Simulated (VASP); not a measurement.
# Ge8Pt7 (P1) in VASP: a series of runs

Runs on Ge8Pt7. Level: PBEsol. Tasks: single point.

All numbers are computed with VASP 6.6.1; they aren't measurements. Logs are shortened: lines on timing, memory, paths and dates and some standing lists are left out, and cuts for length are marked.

## 1. The cell of the first run

The typed cell holds 15 atoms: a = 6.679 Å, b = 6.677 Å, c = 7.140 Å, α = 106.38°, β = 106.32°, γ = 113.46°.

## 2. Single point, PBEsol

INCAR

```
SYSTEM = Ge8Pt7
PREC = Accurate
ENCUT = 520
EDIFF = 1E-6
ISMEAR = 0
SIGMA = 0.1
LREAL = Auto
LASPH = .TRUE.
NELM = 80
ALGO = Normal
ISIF = 2
LWAVE = .FALSE.
LCHARG = .FALSE.
GGA = PS
ISYM = 0
NBANDS = 104
```

KPOINTS

```
Automatic mesh
0
Gamma
  3 3 2
  0 0 0.5
```

POSCAR

```
Ge8Pt7
1.0
    5.5840179383     -3.6640131879     -0.0020517928
   -5.5829772880     -3.6623995871      0.0028618469
    0.0020876997      3.6638730618     -6.1286236968
Ge Pt
8 7
Direct
    0.1718121804      0.9870728360      0.4065604900
    0.6781375658      0.5132462418      0.4423452116
    0.2345898251      0.9241691584      0.9087647789
    0.7381978332      0.4261918316      0.9103048235
    0.2581188910      0.5809909009      0.0864457215
    0.7671170237      0.0541985943      0.0707647715
    0.3515552327      0.5282681498      0.5927825243
    0.8177107262     -0.0048264354      0.5948748404
    0.2767431108      0.2782259831      0.7989056628
    0.0244642360      0.5252845496      0.3099261026
    0.5412482351      0.0411720636      0.3101315113
    0.4796846140      0.9712832768      0.6995412077
    0.9705029416      0.4750918221      0.6954300072
    0.2186896923      0.2202271203      0.1843566044
    0.7140998540      0.7152084822      0.1858917997
```

Potentials or basis: VASP PAW PBE potentials, release 64 (Ge_d, Pt).

Started as:

```console
> cat potpaw_PBE.64/Ge_d/POTCAR potpaw_PBE.64/Pt/POTCAR > POTCAR
> mpirun -np 1 vasp_std > vasp.out
```

OUTCAR:

```text
SYSTEM = Ge8Pt7
   PREC = Accurate
   ENCUT = 520
   EDIFF = 1E-6
   ISMEAR = 0
   LREAL = Auto
   LASPH = .TRUE.
   NELM = 80
   ISIF = 2
   GGA = PS
   ISYM = 0

 ion  position               nearest neighbor table
   1  0.172  0.987  0.407-  14 2.51  15 2.53  12 2.55   9 2.62  10 2.64  11 2.66
   2  0.678  0.513  0.442-  13 2.41  15 2.57  14 2.58  11 2.68   7 2.71  10 2.72   8 2.73
   3  0.235  0.924  0.909-  14 2.43  13 2.47  12 2.50   9 2.63  11 2.68
   4  0.738  0.426  0.910-  15 2.43  13 2.47  12 2.50   9 2.62  10 2.66
   5  0.258  0.581  0.086-   9 2.51  10 2.53  11 2.54  13 2.60  15 2.61  14 2.63
   6  0.767  0.054  0.071-  14 2.54  12 2.55  15 2.55  11 2.58  10 2.60
   7  0.352  0.528  0.593-  10 2.51   9 2.52  12 2.53  14 2.69   2 2.71  13 2.76
   8  0.818  0.995  0.595-  11 2.52  12 2.53   9 2.53  15 2.69   2 2.73  13 2.74
   9  0.277  0.278  0.799-   5 2.51   7 2.52   8 2.53   1 2.62   4 2.62   3 2.63  13 2.88  12 2.91
                            15 2.97  14 2.99
  10  0.024  0.525  0.310-   7 2.51   5 2.53   6 2.60   1 2.64   4 2.66   2 2.72  14 2.89  15 2.90
                            13 2.97  12 3.04
  11  0.541  0.041  0.310-   8 2.52   5 2.54   6 2.58   1 2.66   3 2.68   2 2.68  15 2.89  14 2.91
                            13 2.94  12 3.06
  12  0.480  0.971  0.700-   3 2.50   4 2.50   7 2.53   8 2.53   6 2.55   1 2.55   9 2.91  10 3.04
                            11 3.06
  13  0.971  0.475  0.695-   2 2.41   4 2.47   3 2.47   5 2.60   8 2.74   7 2.76   9 2.88  11 2.94
                            10 2.97
  14  0.219  0.220  0.184-   3 2.43   1 2.51   6 2.54   2 2.58   5 2.63   7 2.69  10 2.89  11 2.91
                             9 2.99
  15  0.714  0.715  0.186-   4 2.43   1 2.53   6 2.55   2 2.57   5 2.61   8 2.69  11 2.89  10 2.90
                             9 2.97

IMPORTANT INFORMATION: All symmetrisations will be switched off!
NOSYMM: (Re-)initialisation of all symmetry stuff for point group C_1.

----------------------------------------------------------------------------------------

                                     Primitive cell

  volume of cell :     250.6870

  direct lattice vectors                    reciprocal lattice vectors
     5.584017938 -3.664013188 -0.002051793     0.089493991 -0.136488753 -0.081566540
    -5.582977288 -3.662399587  0.002861847    -0.089605254 -0.136514201 -0.081642763
     0.002087700  3.663873062 -6.128623697    -0.000071804 -0.000018052 -0.163179588

  length of vectors
     6.678791297  6.677036343  7.140308018     0.182459460  0.182567164  0.163179605

  position of ions in fractional coordinates (direct lattice)
     0.171812180  0.987072836  0.406560490
     0.678137566  0.513246242  0.442345212
     0.234589825  0.924169158  0.908764779
     0.738197833  0.426191832  0.910304823
     0.258118891  0.580990901  0.086445721
     0.767117024  0.054198594  0.070764772
     0.351555233  0.528268150  0.592782524
     0.817710726  0.995173565  0.594874840
     0.276743111  0.278225983  0.798905663
     0.024464236  0.525284550  0.309926103
     0.541248235  0.041172064  0.310131511
     0.479684614  0.971283277  0.699541208
     0.970502942  0.475091822  0.695430007
     0.218689692  0.220227120  0.184356604
     0.714099854  0.715208482  0.185891800

  ion indices of the primitive-cell ions
   primitive index   ion index
                 1           1
                 2           2
                 3           3
                 4           4
                 5           5
                 6           6
                 7           7
                 8           8
                 9           9
                10          10
                11          11
                12          12
                13          13
                14          14
                15          15

----------------------------------------------------------------------------------------

 KPOINTS: Automatic mesh

Automatic generation of k-mesh.
 Grid dimensions read from file:
 generate k-points for:    3    3    2

 Generating k-lattice:

  Cartesian coordinates                     Fractional coordinates (reciprocal lattice)
     0.029831330 -0.045496251 -0.027188847     0.333333333 -0.000000000 -0.000000000
    -0.029868418 -0.045504734 -0.027214254     0.000000000  0.333333333 -0.000000000
    -0.000035902 -0.000009026 -0.081589794     0.000000000  0.000000000  0.500000000

  Length of vectors
     0.060819820  0.060855721  0.081589803

  Shift w.r.t. Gamma in fractional coordinates (k-lattice)
     0.000000000  0.000000000  0.500000000

 Subroutine IBZKPT returns following result:
 ===========================================

 Found      9 irreducible k-points:

 Following reciprocal coordinates:
            Coordinates               Weight
  0.000000 -0.000000  0.250000      2.000000
  0.333333  0.000000  0.250000      2.000000
 -0.333333  0.000000  0.250000      2.000000
 -0.000000  0.333333  0.250000      2.000000
  0.333333  0.333333  0.250000      2.000000
 -0.333333  0.333333  0.250000      2.000000
  0.000000 -0.333333  0.250000      2.000000
  0.333333 -0.333333  0.250000      2.000000
 -0.333333 -0.333333  0.250000      2.000000
   k-points           NKPTS =      9   k-points in BZ     NKDIM =      9   number of bands    NBANDS=    104
   number of dos      NEDOS =    301   number of ions     NIONS =     15
   total plane-waves  NPLWV = 135000
   dimension x,y,z NGX =    50 NGY =   50 NGZ =   54
   dimension x,y,z NGXF=   100 NGYF=  100 NGZF=  108
   ions per type =               8   7
   NGX,Y,Z   is equivalent  to a cutoff of  12.45, 12.45, 12.57 a.u.
   NGXF,Y,Z  is equivalent  to a cutoff of  24.89, 24.90, 25.15 a.u.
 SYSTEM =  Ge8Pt7
   PREC   = accura    normal or accurate (medium, high low for compatibility)
   ISTART =      0    job   : 0-new  1-cont  2-samecut
   ICHARG =      2    charge: 1-file 2-atom 10-const
   ISPIN  =      1    spin polarized calculation?
   LNONCOLLINEAR =      F non collinear calculations
   LSORBIT =      F    spin-orbit coupling
   LASPH  =      T    aspherical Exc in radial PAW
   ENCUT  =  520.0 eV  38.22 Ry    6.18 a.u.  12.42 12.41 13.28*2*pi/ulx,y,z
   NELM   =     80;   NELMIN=  2; NELMDL= -5     # of ELM steps
   EDIFF  = 0.1E-05   stopping-criterion for ELM
   LREAL  =      T    real-space projection
   EDIFFG = 0.1E-04   stopping-criterion for IOM
   NSW    =      0    number of steps for IOM
   IBRION =     -1    ionic relax: 0-MD 1-quasi-New 2-CG
   NFREE  =      0    steps in history (QN), initial steepest desc. (CG)
   ISIF   =      2    stress and relaxation
   ISYM   =      0    0-nonsym 1-usesym 2-fastsym
   POTIM  = 0.5000    time-step for ionic-motion
   TEBEG  =    0.0;   TEEND  =   0.0 temperature during run
   PSTRESS=    0.0 pullay stress
   NELECT =     182.0000    total number of electrons
   NUPDOWN=      -1.0000    fix difference up-down
   EMIN   =  10.00;   EMAX   =-10.00  energy-range for DOS
   EFERMI =   0.00;   METHOD = LEGACY
   ISMEAR =     0;   SIGMA  =   0.10  broadening in eV -4-tet -1-fermi 0-gaus
   EFERMI_NEDOS =   21; number of points for ismear=-14 and -15
   IALGO  =     38    algorithm
   IMIX   =      4    mixing-type and parameters
     AMIX     =   0.40;   BMIX     =  1.00
     AMIX_MAG =   1.60;   BMIX_MAG =  1.00
  volume/ion in A,a.u.               =      16.71       112.78
  Fermi-wavevector in a.u.,A,eV,Ry     =   1.471368  2.780483 29.455580  2.164924
  Thomas-Fermi vector in A             =   2.586512
   LORBIT       =      0    0 simple, 1 ext, 2 COOP (PROOUT), +10 PAW based schemes
   GGA     = PS    functional components
   LHFCALC =     F    Hartree Fock is set to
   AEXX    =    0.0000 exact exchange contribution
   IVDW    =     0    specifies the selected vdW correction
   LEPSILON=     F    determine dielectric tensor
   LRPA    =     F    only Hartree local field effects (RPA)
 non-spin polarized calculation
 Gauss-broadening in eV      SIGMA  =   0.10
  energy-cutoff  :      520.00
  volume of cell :      250.69
 maximum number of plane-waves:      6757
 NGX is ok and might be reduce to    50
   NGX = 25   NGY = 25   NGZ = 27

 number of electron     182.0000013 magnetization

 Free energy of the ion-electron system (eV)
  ---------------------------------------------------
  ext. energy  EPLUGINS =         0.00000000
  ---------------------------------------------------
  free energy    TOTEN  =       -95.19746628 eV

  energy without entropy =      -95.17449256  energy(sigma->0) =      -95.18597942

 E-fermi :   8.9337     XC(G=0): -12.3585

 val. band max:        8.9284472401   @ k =  -0.3333   0.3333   0.2500
 cond. band min:       8.9361136063   @ k =   0.3333   0.3333   0.2500
 fundamental gap:      0.0076663662
 Fermi energy:         8.9337254729

 k-point     1 :       0.0000   -0.0000    0.2500
  band No.  band energies     occupation
      1     -16.0855      2.00000
      2     -16.0790      2.00000
      3     -16.0470      2.00000
      4     -16.0381      2.00000
      5     -16.0346      2.00000
      6     -16.0281      2.00000
[... 95 lines left out ...]
    102      12.9663      0.00000
    103      13.3564      0.00000

 k-point     2 :       0.3333    0.0000    0.2500
  band No.  band energies     occupation
      1     -16.0857      2.00000
      2     -16.0788      2.00000
      3     -16.0472      2.00000
      4     -16.0377      2.00000
      5     -16.0348      2.00000
      6     -16.0282      2.00000
[... 731 lines left out ...]
    102      12.3042      0.00000
    103      12.5219      0.00000

 k-point     9 :      -0.3333   -0.3333    0.2500
  band No.  band energies     occupation
      1     -16.0857      2.00000
      2     -16.0791      2.00000
      3     -16.0473      2.00000
      4     -16.0384      2.00000
      5     -16.0349      2.00000
      6     -16.0286      2.00000
[... 95 lines left out ...]
    102      12.2515      0.00000
    103      12.4670      0.00000
 [bands above 103 left out]

------------------------ aborting loop because EDIFF is reached ----------------------------------------

  FORCE on cell =-STRESS in cart. coord.  units (eV):
  Direction    XX          YY          ZZ          XY          YZ          ZX
  --------------------------------------------------------------------------------------
  -------------------------------------------------------------------------------------
  Total       -0.0265245     -0.0901556     -0.1106588     -0.0158954     -0.0065626     -0.0205260
  in kB       -0.1695218     -0.5761977     -0.7072363     -0.1015897     -0.0419425     -0.1311846
  external PRESSURE =      -0.4843186 kB  Pullay stress =       0.0000000 kB

 VOLUME and BASIS-vectors are now :
 -----------------------------------------------------------------------------
  energy-cutoff  :      520.00
  volume of cell :      250.69
      direct lattice vectors                 reciprocal lattice vectors
     5.584017938 -3.664013188 -0.002051793     0.089493991 -0.136488753 -0.081566540
    -5.582977288 -3.662399587  0.002861847    -0.089605254 -0.136514201 -0.081642763
     0.002087700  3.663873062 -6.128623697    -0.000071804 -0.000018052 -0.163179588

 POSITION                                       TOTAL-FORCE (eV/Angst)
 -----------------------------------------------------------------------------------
     -4.55055     -2.75499     -2.48918         0.004949     -0.006863      0.002066
      0.92221     -2.74372     -2.71089        -0.001178      0.010924     -0.007382
     -3.84776     -0.91462     -5.56731         0.001110      0.006987      0.009878
      1.74459     -0.93041     -5.57921         0.007356     -0.015255      0.002233
     -1.80214     -2.75685     -0.52866        -0.001318      0.003618     -0.004380
      3.98115     -2.74995     -0.43511         0.002163     -0.012809     -0.003106
     -0.98498     -1.05095     -3.63215         0.000359     -0.000399     -0.011704
     -0.98868     -4.46128     -3.64459        -0.008290     -0.012197     -0.005250
     -0.00632      0.89412     -4.89596        -0.001863      0.008288      0.019455
     -2.79540     -0.87791     -1.89797        -0.006257      0.001843     -0.006999
      2.79312     -0.99765     -1.90167        -0.012788     -0.004398     -0.017897
     -2.74262     -2.75177     -4.28543         0.001895      0.002317      0.012844
      2.76833     -2.74794     -4.26266         0.018367     -0.002042     -0.005142
     -0.00797     -0.93238     -1.12967        -0.010610      0.015025      0.029218
     -0.00506     -4.55477     -1.13868         0.006104      0.004960     -0.013833
 -----------------------------------------------------------------------------------
    total drift:                                0.011770     -0.007251      0.002608

  FREE ENERGIE OF THE ION-ELECTRON SYSTEM (eV)
  ---------------------------------------------------
  free  energy   TOTEN  =       -95.1974662789 eV

  energy  without entropy=      -95.1744925640  energy(sigma->0) =      -95.18597942
```

It took 16 min on 1 thread of Intel Xeon 8259CL, shared host; peak memory 0.44 GiB.

Results:

| Property | Result |
| --- | --- |
| Free energy | -95.1975 eV |
| Pressure | 0.0 GPa |
| Largest force | 0.035 eV/Å |

Forces in eV/Å, atoms in the order of the input:
```
Ge   0.005 -0.007  0.002
Ge  -0.001  0.011 -0.007
Ge   0.001  0.007  0.010
Ge   0.007 -0.015  0.002
Ge  -0.001  0.004 -0.004
Ge   0.002 -0.013 -0.003
Ge   0.000  0.000 -0.012
Ge  -0.008 -0.012 -0.005
Pt  -0.002  0.008  0.019
Pt  -0.006  0.002 -0.007
Pt  -0.013 -0.004 -0.018
Pt   0.002  0.002  0.013
Pt   0.018 -0.002 -0.005
Pt  -0.011  0.015  0.029
Pt   0.006  0.005 -0.014
```

Levels at points of the mesh, in eV from the Fermi level:
```csv
k point,band 89,band 90,band 91,band 92,band 93,band 94
"(0.00, 0.00, 0.25)",-1.62,-0.85,-0.45,0.75,1.02,1.27
```

Caveat: the k points lie up to 0.48 Å⁻¹ apart; the PAW data sets were made with another functional, which shifts forces and pressure a little; spin-orbit coupling is left out, which moves the levels of the heavy elements.

[end of part 1 of 2]
